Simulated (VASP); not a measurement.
# ZnInGaO4 (R3m) in VASP: single point with PBE

Aim: the single point of ZnInGaO4 with PBE.

Program: VASP 6.6.1. These are calculated values, not measurements. Logs are shortened: lines on timing, memory, paths and dates and some standing lists are left out, and cuts for length are marked.

### 1 The cell of the first run

Symmetry: R3m, No. 160, trigonal system. Conventional cell: a = 3.356 Å, b = 3.356 Å, c = 26.111 Å, α = 90.00°, β = 90.00°, γ = 120.00°. Within 2.6 Å of Zn (site symmetry 3m) lie 5 O at 2.00 to 2.55 Å. Within 2.9 Å of In (site symmetry 3m) lie 6 O at 2.22 Å. Within 2.6 Å of Ga (site symmetry 3m) lie 5 O at 1.94 to 2.00 Å. O (site symmetry 3m) has 1 Zn at 2.00 Å and 3 In at 2.22 Å within 2.6 Å. Within 2.6 Å of O (site symmetry 3m) lie 1 Ga at 1.98 Å and 3 In at 2.22 Å. O (site symmetry 3m) has 3 Ga at 1.94 Å and 1 Zn at 2.55 Å within 2.6 Å. Within 2.6 Å of O (site symmetry 3m) lie 1 Ga at 2.00 Å and 3 Zn at 2.02 Å.

### 2 Single point, PBE

The input, INCAR:

```
SYSTEM = ZnInGaO4
ALGO = Normal
EDIFF = 1E-7
ENCUT = 520
GGA = PE
ISIF = 2
ISMEAR = 0
LASPH = .True.
LCHARG = .True.
LELF = .True.
LREAL = .False.
LVHAR = .True.
LWAVE = .False.
NBANDS = 40
NELM = 100
PREC = Accurate
SIGMA = 0.02
```

The input, KPOINTS:

```
k-points
0
Gamma
  9 9 9
  0 0 0
```

The input, POSCAR:

```
ZnInGaO4
1.0
    1.6780216443      0.9688062480      8.7036035017
   -1.6780216443      0.9688062480      8.7036035017
    0.0000000000     -1.9376124961      8.7036035017
Zn In Ga O
1 1 1 4
Direct
    0.2188020121      0.2188020121      0.2188020121
    0.0030862939      0.0030862939      0.0030862939
    0.7870591759      0.7870591759      0.7870591759
    0.2952667551      0.2952667551      0.2952667551
    0.7112361375      0.7112361375      0.7112361375
    0.1210329735      0.1210329735      0.1210329735
    0.8635176521      0.8635176521      0.8635176521
```

Potentials or basis: VASP PAW PBE potentials, release 64 (Zn, In_d, Ga_d, O).

Started as:

```
> cat potpaw_PBE.64/Zn/POTCAR potpaw_PBE.64/In_d/POTCAR potpaw_PBE.64/Ga_d/POTCAR potpaw_PBE.64/O/POTCAR > POTCAR
> mpirun -np 1 vasp_std > vasp.out
```

OUTCAR:

```text
SYSTEM = ZnInGaO4
   EDIFF = 1E-7
   ENCUT = 520
   GGA = PE
   ISIF = 2
   ISMEAR = 0
   LASPH = .True.
   LREAL = .False.
   NELM = 100
   PREC = Accurate

 ion  position               nearest neighbor table
   1  0.219  0.219  0.219-   4 2.00   7 2.02   7 2.02   7 2.02
   2  0.003  0.003  0.003-   4 2.22   4 2.22   4 2.22   5 2.22   5 2.22   5 2.22
   3  0.787  0.787  0.787-   6 1.94   6 1.94   6 1.94   5 1.98   7 2.00
   4  0.295  0.295  0.295-   1 2.00   2 2.22   2 2.22   2 2.22
   5  0.711  0.711  0.711-   3 1.98   2 2.22   2 2.22   2 2.22
   6  0.121  0.121  0.121-   3 1.94   3 1.94   3 1.94
   7  0.864  0.864  0.864-   3 2.00   1 2.02   1 2.02   1 2.02

  LATTYP: Found a trigonal (rhomboedric) cell.
 ALAT       =     8.9166729277
 COS(alpha) =     0.9291696416

  Lattice vectors:

 A1 = (   1.6780216443,   0.9688062480,   8.7036035017)
 A2 = (  -1.6780216443,   0.9688062480,   8.7036035017)
 A3 = (   0.0000000000,  -1.9376124961,   8.7036035017)

Analysis of symmetry for initial positions (statically):
=====================================================================
 Subroutine PRICEL returns:
 Original cell was already a primitive cell.

 Routine SETGRP: Setting up the symmetry group for a
 trigonal (rhombohedral) supercell.

 Subroutine GETGRP returns: Found  6 space group operations
 (whereof  6 operations were pure point group operations)
 out of a pool of 12 trial point group operations.

The static configuration has the point symmetry C_3v.

Analysis of symmetry for dynamics (positions and initial velocities):
=====================================================================
 Subroutine PRICEL returns:
 Original cell was already a primitive cell.

 Routine SETGRP: Setting up the symmetry group for a
 trigonal (rhombohedral) supercell.

 Subroutine GETGRP returns: Found  6 space group operations
 (whereof  6 operations were pure point group operations)
 out of a pool of 12 trial point group operations.

The dynamic configuration has the point symmetry C_3v.

 Subroutine INISYM returns: Found  6 space group operations
 (whereof  6 operations are pure point group operations),
 and found     1 'primitive' translations

----------------------------------------------------------------------------------------

                                     Primitive cell

  volume of cell :      84.8955

  direct lattice vectors                    reciprocal lattice vectors
     1.678021644  0.968806248  8.703603502     0.297969935  0.172033022  0.038298313
    -1.678021644  0.968806248  8.703603502    -0.297969935  0.172033022  0.038298313
     0.000000000 -1.937612496  8.703603502     0.000000000 -0.344066044  0.038298313

  length of vectors
     8.916672928  8.916672928  8.916672928     0.346190993  0.346190993  0.346190993

  position of ions in fractional coordinates (direct lattice)
     0.218802012  0.218802012  0.218802012
     0.003086294  0.003086294  0.003086294
     0.787059176  0.787059176  0.787059176
     0.295266755  0.295266755  0.295266755
     0.711236138  0.711236138  0.711236138
     0.121032974  0.121032974  0.121032974
     0.863517652  0.863517652  0.863517652

  ion indices of the primitive-cell ions
   primitive index   ion index
                 1           1
                 2           2
                 3           3
                 4           4
                 5           5
                 6           6
                 7           7

----------------------------------------------------------------------------------------

 KPOINTS: k-points

Automatic generation of k-mesh.
 Grid dimensions read from file:
 generate k-points for:    9    9    9

 Generating k-lattice:

  Cartesian coordinates                     Fractional coordinates (reciprocal lattice)
     0.033107771  0.019114780  0.004255368     0.111111111 -0.000000000 -0.000000000
    -0.033107771  0.019114780  0.004255368    -0.000000000  0.111111111 -0.000000000
     0.000000000 -0.038229560  0.004255368     0.000000000  0.000000000  0.111111111

  Length of vectors
     0.038465666  0.038465666  0.038465666

  Shift w.r.t. Gamma in fractional coordinates (k-lattice)
     0.000000000  0.000000000  0.000000000

 Subroutine IBZKPT returns following result:
 ===========================================

 Found     85 irreducible k-points:

 Following reciprocal coordinates:
            Coordinates               Weight
  0.000000  0.000000  0.000000      1.000000
  0.111111 -0.000000 -0.000000      6.000000
  0.222222 -0.000000 -0.000000      6.000000
  0.333333 -0.000000 -0.000000      6.000000
  0.444444 -0.000000 -0.000000      6.000000
  0.111111  0.111111 -0.000000      6.000000
[... 16 lines left out ...]
 -0.333333  0.333333  0.000000      6.000000
  0.444444  0.444444  0.000000      6.000000
 [... further k-points ...]
   k-points           NKPTS =     85   k-points in BZ     NKDIM =     85   number of bands    NBANDS=     40
   number of dos      NEDOS =    301   number of ions     NIONS =      7
   total plane-waves  NPLWV = 343000
   dimension x,y,z NGX =    70 NGY =   70 NGZ =   70
   dimension x,y,z NGXF=   140 NGYF=  140 NGZF=  140
   ions per type =               1   1   1   4
   NGX,Y,Z   is equivalent  to a cutoff of  13.05, 13.05, 13.05 a.u.
   NGXF,Y,Z  is equivalent  to a cutoff of  26.10, 26.10, 26.10 a.u.
 SYSTEM =  ZnInGaO4
   PREC   = accura    normal or accurate (medium, high low for compatibility)
   ISTART =      0    job   : 0-new  1-cont  2-samecut
   ICHARG =      2    charge: 1-file 2-atom 10-const
   ISPIN  =      1    spin polarized calculation?
   LNONCOLLINEAR =      F non collinear calculations
   LSORBIT =      F    spin-orbit coupling
   LASPH  =      T    aspherical Exc in radial PAW
   ENCUT  =  520.0 eV  38.22 Ry    6.18 a.u.  16.58 16.58 16.58*2*pi/ulx,y,z
   NELM   =    100;   NELMIN=  2; NELMDL= -5     # of ELM steps
   EDIFF  = 0.1E-06   stopping-criterion for ELM
   LREAL  =      F    real-space projection
   EDIFFG = 0.1E-05   stopping-criterion for IOM
   NSW    =      0    number of steps for IOM
   IBRION =     -1    ionic relax: 0-MD 1-quasi-New 2-CG
   NFREE  =      0    steps in history (QN), initial steepest desc. (CG)
   ISIF   =      2    stress and relaxation
   ISYM   =      2    0-nonsym 1-usesym 2-fastsym
   POTIM  = 0.5000    time-step for ionic-motion
   TEBEG  =    0.0;   TEEND  =   0.0 temperature during run
   PSTRESS=    0.0 pullay stress
   NELECT =      62.0000    total number of electrons
   NUPDOWN=      -1.0000    fix difference up-down
   EMIN   =  10.00;   EMAX   =-10.00  energy-range for DOS
   EFERMI =   0.00;   METHOD = LEGACY
   ISMEAR =     0;   SIGMA  =   0.02  broadening in eV -4-tet -1-fermi 0-gaus
   EFERMI_NEDOS =   21; number of points for ismear=-14 and -15
   IALGO  =     38    algorithm
   IMIX   =      4    mixing-type and parameters
     AMIX     =   0.40;   BMIX     =  1.00
     AMIX_MAG =   1.60;   BMIX_MAG =  1.00
  volume/ion in A,a.u.               =      12.13        81.84
  Fermi-wavevector in a.u.,A,eV,Ry     =   1.474270  2.785967 29.571894  2.173473
  Thomas-Fermi vector in A             =   2.589062
   LORBIT       =      0    0 simple, 1 ext, 2 COOP (PROOUT), +10 PAW based schemes
   GGA     = PE    functional components
   LHFCALC =     F    Hartree Fock is set to
   AEXX    =    0.0000 exact exchange contribution
   IVDW    =     0    specifies the selected vdW correction
   LEPSILON=     F    determine dielectric tensor
   LRPA    =     F    only Hartree local field effects (RPA)
 non-spin polarized calculation
 Gauss-broadening in eV      SIGMA  =   0.02
  energy-cutoff  :      520.00
  volume of cell :       84.90
 maximum number of plane-waves:      2302
 NGX is ok and might be reduce to    70
   NGX = 33   NGY = 33   NGZ = 33

 number of electron      62.0000007 magnetization

 Free energy of the ion-electron system (eV)
  ---------------------------------------------------
  ext. energy  EPLUGINS =         0.00000000
  ---------------------------------------------------
  free energy    TOTEN  =       -37.81199519 eV

  energy without entropy =      -37.81199519  energy(sigma->0) =      -37.81199519

 E-fermi :   3.7421     XC(G=0): -11.0285

 val. band max:        3.5895438678   @ k =   0.0000   0.0000   0.0000
 cond. band min:       4.6857672643   @ k =   0.0000   0.0000   0.0000
 fundamental gap:      1.0962233965
 Fermi energy:         3.7421236976

 k-point     1 :       0.0000    0.0000    0.0000
  band No.  band energies     occupation
      1     -14.8830      2.00000
      2     -13.9857      2.00000
      3     -13.4226      2.00000
      4     -13.0011      2.00000
      5      -9.7405      2.00000
      6      -9.7405      2.00000
[... 32 lines left out ...]
     39      15.6893      0.00000
     40      15.6894      0.00000

 k-point     2 :       0.1111   -0.0000   -0.0000
  band No.  band energies     occupation
      1     -14.8096      2.00000
      2     -13.9225      2.00000
      3     -13.3949      2.00000
      4     -13.0547      2.00000
      5      -9.7195      2.00000
      6      -9.7156      2.00000
[... 32 lines left out ...]
     39      15.0414      0.00000
     40      15.6444      0.00000

 k-point     3 :       0.2222   -0.0000   -0.0000
  band No.  band energies     occupation
      1     -14.6166      2.00000
      2     -13.7664      2.00000
      3     -13.3379      2.00000
      4     -13.1616      2.00000
      5      -9.6510      2.00000
      6      -9.6469      2.00000
[... 32 lines left out ...]
     39      14.8302      0.00000
     40      14.9994      0.00000

 k-point     4 :       0.3333   -0.0000   -0.0000
  band No.  band energies     occupation
      1     -14.3803      2.00000
      2     -13.6381      2.00000
      3     -13.3123      2.00000
      4     -13.1790      2.00000
      5      -9.5750      2.00000
      6      -9.5149      2.00000
[... 32 lines left out ...]
     39      14.9067      0.00000
     40      15.7004      0.00000
[... 772 lines left out ...]
     39      14.1337      0.00000
     40      14.2044      0.00000

 k-point    23 :      -0.3333    0.3333    0.0000
  band No.  band energies     occupation
      1     -14.0818      2.00000
      2     -13.6027      2.00000
      3     -13.3013      2.00000
      4     -13.1119      2.00000
      5      -9.5170      2.00000
      6      -9.4309      2.00000
[... 32 lines left out ...]
     39      13.6418      0.00000
     40      13.8774      0.00000

 k-point    24 :       0.4444    0.4444    0.0000
  band No.  band energies     occupation
      1     -14.2072      2.00000
      2     -13.6429      2.00000
      3     -13.2948      2.00000
      4     -13.1014      2.00000
      5      -9.5239      2.00000
      6      -9.4433      2.00000
[... 32 lines left out ...]
     39      14.2816      0.00000
     40      15.8096      0.00000

 [... further k-points ...]

------------------------ aborting loop because EDIFF is reached ----------------------------------------

  FORCE on cell =-STRESS in cart. coord.  units (eV):
  Direction    XX          YY          ZZ          XY          YZ          ZX
  --------------------------------------------------------------------------------------
  -------------------------------------------------------------------------------------
  Total        0.3396763      0.3396763      0.3590939     -0.0000000     -0.0000000      0.0000000
  in kB        6.4104860      6.4104860      6.7769423     -0.0000000     -0.0000000      0.0000000
  external PRESSURE =       6.5326381 kB  Pullay stress =       0.0000000 kB

 VOLUME and BASIS-vectors are now :
 -----------------------------------------------------------------------------
  energy-cutoff  :      520.00
  volume of cell :       84.90
      direct lattice vectors                 reciprocal lattice vectors
     1.678021644  0.968806248  8.703603502     0.297969935  0.172033022  0.038298313
    -1.678021644  0.968806248  8.703603502    -0.297969935  0.172033022  0.038298313
     0.000000000 -1.937612496  8.703603502     0.000000000 -0.344066044  0.038298313

 POSITION                                       TOTAL-FORCE (eV/Angst)
 -----------------------------------------------------------------------------------
      0.00000     -0.00000      5.71310         0.000000     -0.000000      0.001110
      0.00000     -0.00000      0.08059         0.000000      0.000000     -0.001997
      0.00000     -0.00000     20.55075         0.000000      0.000000     -0.007053
      0.00000     -0.00000      7.70965         0.000000     -0.000000      0.018627
      0.00000     -0.00000     18.57095         0.000000      0.000000     -0.006400
      0.00000     -0.00000      3.16027         0.000000      0.000000     -0.002962
      0.00000     -0.00000     22.54715         0.000000      0.000000     -0.001325
 -----------------------------------------------------------------------------------
    total drift:                               -0.000000      0.000000     -0.000091

  FREE ENERGIE OF THE ION-ELECTRON SYSTEM (eV)
  ---------------------------------------------------
  free  energy   TOTEN  =       -37.8119951903 eV

  energy  without entropy=      -37.8119951903  energy(sigma->0) =      -37.81199519
```

Run time: 17 min. Hardware: 1 thread of Intel Xeon 6975P-C (Granite Rapids), shared host; peak memory 0.88 GiB.

What came out:

- Free energy: -37.8120 eV
- Pressure: 0.7 GPa
- Largest force: 0.019 eV/Å
- Band gap on the k mesh: 1.10 eV

Forces in eV/Å, atoms in the order of the input:
```
Zn   0.000  0.000  0.001
In   0.000  0.000 -0.002
Ga   0.000  0.000 -0.007
O    0.000  0.000  0.019
O    0.000  0.000 -0.006
O    0.000  0.000 -0.003
O    0.000  0.000 -0.001
```

Caveat: spin-orbit coupling is left out, which moves the levels of the heavy elements; an odd mesh through Γ misses points on the zone boundary, where band edges can lie.
